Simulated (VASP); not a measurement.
# NaI (I-4m2) in VASP: notebook, part 2 of 2

VASP 6.6.1. Earlier steps stand in the parts before.

## (3) Single point, r2SCAN (epitaxial xy strain +3.2%)

Input file POSCAR:

```
NaI
1.0
    0.0000000000      3.6555108415      3.3263808726
    3.6555108415      0.0000000000      3.3263808726
    3.6555108415      3.6555108415      0.0000000000
Na I
1 1
Direct
    0.0000000000      0.0000000000      0.0000000000
    0.2500000000      0.2500000000      0.2500000000
```

Input file INCAR.step1:

```
SYSTEM = NaI
ALGO     = Normal         ! electronic algorithm
EDIFF    = 1E-4           ! SCF threshold, eV
ENCUT    = 520            ! plane-wave cutoff, eV
GGA      = PE             ! functional
ISMEAR   = 0              ! smearing method
LASPH    = .True.         ! aspherical terms in the spheres
LCHARG   = .False.        ! write CHGCAR
LREAL    = .False.        ! projectors in reciprocal space
LWAVE    = .True.         ! write WAVECAR
NBANDS   = 14             ! bands
NELM     = 80             ! most SCF steps
PREC     = Accurate       ! precision mode
SIGMA    = 0.01           ! smearing width, eV
```

Input file INCAR.step2:

```
SYSTEM = NaI
ALGO     = Normal         ! electronic algorithm
EDIFF    = 1E-6           ! SCF threshold, eV
ENCUT    = 520            ! plane-wave cutoff, eV
ISIF     = 2              ! what is computed and relaxed
ISMEAR   = 0              ! smearing method
ISTART   = 1            
LASPH    = .True.         ! aspherical terms in the spheres
LCHARG   = .False.        ! write CHGCAR
LMIXTAU  = .True.       
LREAL    = .False.        ! projectors in reciprocal space
LWAVE    = .False.        ! write WAVECAR
METAGGA  = R2SCAN         ! meta-GGA
NBANDS   = 14             ! bands
NELM     = 80             ! most SCF steps
PREC     = Accurate       ! precision mode
SIGMA    = 0.01           ! smearing width, eV
```

Input file KPOINTS:

```
k-points
0
Gamma
  6 6 6
  0 0 0
```

Potentials or basis: VASP PAW PBE potentials, release 64 (Na_pv, I).

On the command line:

```
cat potpaw_PBE.64/Na_pv/POTCAR potpaw_PBE.64/I/POTCAR > POTCAR
cp INCAR.step1 INCAR
mpirun -np 1 vasp_std > vasp.out
cp INCAR.step2 INCAR
mpirun -np 1 vasp_std > vasp.out
```

OUTCAR:

```text
SYSTEM = NaI
   EDIFF = 1E-6
   ENCUT = 520
   ISIF = 2
   ISMEAR = 0
   ISTART = 1
   LASPH = .True.
   LREAL = .False.
   METAGGA = R2SCAN
   NELM = 80
   PREC = Accurate

 ion  position               nearest neighbor table
   1  0.000  0.000  0.000-   2 3.07   2 3.07   2 3.07   2 3.07
   2  0.250  0.250  0.250-   1 3.07   1 3.07   1 3.07   1 3.07

  LATTYP: Found a body centered tetragonal cell.
 ALAT       =     5.1696730095
 C/A-ratio  =     1.2868825036

  Lattice vectors:

 A1 = (   0.0000000000,  -3.6555108415,  -3.3263808726)
 A2 = (   0.0000000000,   3.6555108415,  -3.3263808726)
 A3 = (   3.6555108415,   0.0000000000,   3.3263808726)

Analysis of symmetry for initial positions (statically):
=====================================================================
 Subroutine PRICEL returns:
 Original cell was already a primitive cell.

 Routine SETGRP: Setting up the symmetry group for a
 body centered tetragonal supercell.

 Subroutine GETGRP returns: Found  8 space group operations
 (whereof  8 operations were pure point group operations)
 out of a pool of 16 trial point group operations.

The static configuration has the point symmetry D_2d.

[... 175 lines left out ...]
      6      -1.4755      2.00000
      7      -1.3902      2.00000
      8       2.9599      0.00000
      9       7.0905      0.00000
     10       7.0906      0.00000
     11       7.2466      0.00000
     12       8.3078      0.00000
     13       9.1712      0.00000
     14      10.3580      0.00000
[... 377 lines left out ...]
      1     -24.3553      2.00000
      2     -24.3498      2.00000
      3     -24.3480      2.00000
      4     -12.0224      2.00000
      5      -2.5054      2.00000
      6      -1.9195      2.00000
      7      -1.7214      2.00000
      8       4.5408      0.00000
      9       5.8872      0.00000
     10       7.1547      0.00000
     11       8.4739      0.00000
     12       9.4583      0.00000
     13      10.3874      0.00000
     14      11.3168      0.00000

 [... further k-points ...]

------------------------ aborting loop because EDIFF is reached ----------------------------------------

  FORCE on cell =-STRESS in cart. coord.  units (eV):
  Direction    XX          YY          ZZ          XY          YZ          ZX
  --------------------------------------------------------------------------------------
  -------------------------------------------------------------------------------------
  Total       -0.0659974     -0.0659974     -0.0253073      0.0000000     -0.0000000      0.0000000
  in kB       -1.1894320     -1.1894320     -0.4560978      0.0000000     -0.0000000      0.0000000
  external PRESSURE =      -0.9449872 kB  Pullay stress =       0.0000000 kB

 VOLUME and BASIS-vectors are now :
 -----------------------------------------------------------------------------
  energy-cutoff  :      520.00
  volume of cell :       88.90
      direct lattice vectors                 reciprocal lattice vectors
     0.000000000  3.655510841  3.326380873    -0.136779789  0.136779789  0.150313515
     3.655510841  0.000000000  3.326380873     0.136779789 -0.136779789  0.150313515
     3.655510841  3.655510841  0.000000000     0.136779789  0.136779789 -0.150313515

 POSITION                                       TOTAL-FORCE (eV/Angst)
 -----------------------------------------------------------------------------------
      0.00000      0.00000      0.00000         0.000000      0.000000     -0.000000
      1.82776      1.82776      1.66319        -0.000000     -0.000000      0.000000
 -----------------------------------------------------------------------------------
    total drift:                                0.000010      0.000010     -0.000004

  FREE ENERGIE OF THE ION-ELECTRON SYSTEM (eV)
  ---------------------------------------------------
  free  energy   TOTEN  =       -30.9163844066 eV

  energy  without entropy=      -30.9163844066  energy(sigma->0) =      -30.91638441
```

OSZICAR.step1:

```text
N       E                     dE             d eps       ncg     rms          rms(c)
DAV:   1     0.802007261953E+02    0.80201E+02   -0.62830E+03   840   0.835E+02
DAV:   2     0.147257092112E+01   -0.78728E+02   -0.73615E+02   878   0.203E+02
DAV:   3    -0.520917820826E+01   -0.66817E+01   -0.66462E+01  1062   0.585E+01
DAV:   4    -0.538526519890E+01   -0.17609E+00   -0.17605E+00  1148   0.101E+01
DAV:   5    -0.538798812153E+01   -0.27229E-02   -0.27229E-02  1152   0.117E+00    0.164E+00
DAV:   6    -0.528715117175E+01    0.10084E+00   -0.13034E-01   966   0.170E+00    0.113E+00
DAV:   7    -0.527910068276E+01    0.80505E-02   -0.10428E-01  1026   0.138E+00    0.706E-01
DAV:   8    -0.528858740917E+01   -0.94867E-02   -0.10738E-02   936   0.669E-01    0.214E-01
DAV:   9    -0.528840811258E+01    0.17930E-03   -0.23709E-04  1074   0.135E-01    0.674E-02
DAV:  10    -0.528875531333E+01   -0.34720E-03   -0.42501E-04   948   0.127E-01    0.192E-02
DAV:  11    -0.528877156571E+01   -0.16252E-04   -0.41710E-05  1092   0.517E-02
   1 F= -.52887716E+01 E0= -.52887716E+01  d E =-.398656E-37
```

It took 2.5 min on 1 thread of Intel Xeon Platinum 8488C (Sapphire Rapids), shared host; peak memory 0.26 GiB.

What came out:

```yaml
Free_energy: -30.9164 eV
Pressure: -0.1 GPa
Band_gap_on_the_k_mesh: 4.35 eV
```

Caveat: the cell differs from its parent crystal (epitaxial xy strain +3.2%); the PAW data sets were made with another functional, which shifts forces and pressure a little; spin-orbit coupling is left out, which moves the levels of the heavy elements.

## (4) Single point, HSE06 (epitaxial xy strain +3.2%)

POSCAR is that of step 3.

Input file INCAR.step1:

```
ALGO = Normal
EDIFF = 1E-5
ENCUT = 520
GGA = PE
ISIF = 2
ISMEAR = 0
LASPH = T
LREAL = F
LWAVE = T
NBANDS = 14
NELM = 80
PREC = Accurate
SIGMA = 0.01
```

Input file INCAR.step2:

```
ALGO = Normal
EDIFF = 1E-7
ENCUT = 520
GGA = PE
HFSCREEN = 0.2079
ISIF = 2
ISMEAR = 0
ISTART = 1
LASPH = T
LCHARG = T
LELF = T
LHFCALC = T
LREAL = F
LVHAR = T
LWAVE = F
NBANDS = 14
NELM = 80
PREC = Accurate
PRECFOCK = Normal
SIGMA = 0.01
```

Input file KPOINTS:

```
k-points
0
Gamma
  4 4 4
```

On the command line:

```
cat potpaw_PBE.64/Na_pv/POTCAR potpaw_PBE.64/I/POTCAR > POTCAR
cp INCAR.step1 INCAR
mpirun -np 1 vasp_std > vasp.out
cp INCAR.step2 INCAR
mpirun -np 1 vasp_std > vasp.out
```

It took 15 min on 1 thread of Intel Xeon Platinum 8488C (Sapphire Rapids), shared host; peak memory 0.35 GiB.

Results (log left out):

```
Free energy            : -6.1502 eV
Pressure               : 0.1 GPa
Band gap on the k mesh : 4.72 eV
```

Stress tensor (GPa, compression positive):
```
0.12 0.00 0.00
0.00 0.12 0.00
0.00 0.00 0.20
```

Levels at points of the mesh, in eV from the valence-band top:
```
           k point  band 5  band 6  band 7  band 8  band 9  band 10
(0.00, 0.00, 0.00)   -0.09   -0.09    0.00    4.72    8.92     8.92
(0.50, 0.00, 0.00)   -1.35   -0.30   -0.11    6.35    8.38     8.69
(0.50, 0.50, 0.00)   -1.15   -0.62   -0.62    6.06    6.93    10.61
(0.50, 0.00, 0.50)   -1.31   -0.44   -0.38    6.07    7.33     9.85
```

Caveat: the cell differs from its parent crystal (epitaxial xy strain +3.2%); the PAW data sets were made with another functional, which shifts forces and pressure a little; spin-orbit coupling is left out, which moves the levels of the heavy elements.

## (5) The runs side by side

| level | k mesh | smearing | grid for exact exchange (PRECFOCK) | share of exact exchange | screening parameter | gap on the mesh (eV) | pressure (GPa) |
| --- | --- | --- | --- | --- | --- | --- | --- |
| PBE | 6 × 6 × 6 | fermi-dirac 0.02 eV | - | - | - | 3.75 | 0.3 |
| r2SCAN | 6 × 6 × 6 | gaussian 0.01 eV | - | - | - | 4.35 | -0.1 |
| HSE06 | 4 × 4 × 4 | gaussian 0.01 eV | Normal | 0.25 | 0.2079 1/Å | 4.72 | 0.1 |

Alike in all rows: task single point; potentials or basis VASP PAW PBE potentials, release 64 (Na_pv, I); no spin polarisation; cell as given; cutoff (eV) 520.

Caveats: spin-orbit coupling is left out, which moves the levels of the heavy elements; the PAW data sets were made with another functional, which shifts forces and pressure a little (at least some runs).

Total energies depend on the potentials used, so only differences within one code and one set of settings carry meaning.
